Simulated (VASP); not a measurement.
Write the native input for VASP 6.6.1 that does the following.

* Task: single point
* Functional: PBEsol
* Potentials or basis: VASP PAW PBE potentials, release 64 (Mg, Tl_d)
* Cutoff: 520 eV
* k mesh: 10 × 10 × 10
* Occupations: fermi-dirac, width 0.05 eV
* Spin: no spin polarisation
* Dipole correction: no
* Further INCAR settings: ALGO = Normal; EDIFF = 1e-06; NBANDS = 14

The structure of MgTl lies in POSCAR:

```
MgTl
1.0
    3.4366891645      0.0000000000      0.0000000000
    0.0000000000      3.4366891645      0.0000000000
    0.0000000000      0.0000000000      3.4366891645
Mg Tl
1 1
Direct
    0.0000000000      0.0000000000      0.0000000000
    0.5000000000      0.5000000000      0.5000000000
```

This cell differs from its parent crystal: volume scaled by 0.85.

One way to write it, as run:

INCAR

```
PREC = Accurate
ENCUT = 520
EDIFF = 1E-6
ISMEAR = -1
SIGMA = 0.05
LREAL = False
LASPH = True
NELM = 60
ALGO = Normal
ISIF = 2
LWAVE = False
LCHARG = True
GGA = PS
LELF = True
LVHAR = True
NBANDS = 14
```

KPOINTS

```
Automatic mesh
0
Gamma
  10 10 10
```

Potentials or basis: VASP PAW PBE potentials, release 64 (Mg, Tl_d).

Run with:

```sh
$ cat potpaw_PBE.64/Mg/POTCAR potpaw_PBE.64/Tl_d/POTCAR > POTCAR
$ mpirun -np 1 vasp_std > vasp.out
```

Results of the run:

* Pressure: 8.8 GPa

Caveat: the PAW data sets were made with another functional, which shifts forces and pressure a little.

Run time: 10 s on 1 thread of Intel(R) Xeon(R) 6975P-C (Granite Rapids), with other jobs on the host, peak memory 0.18 GiB.
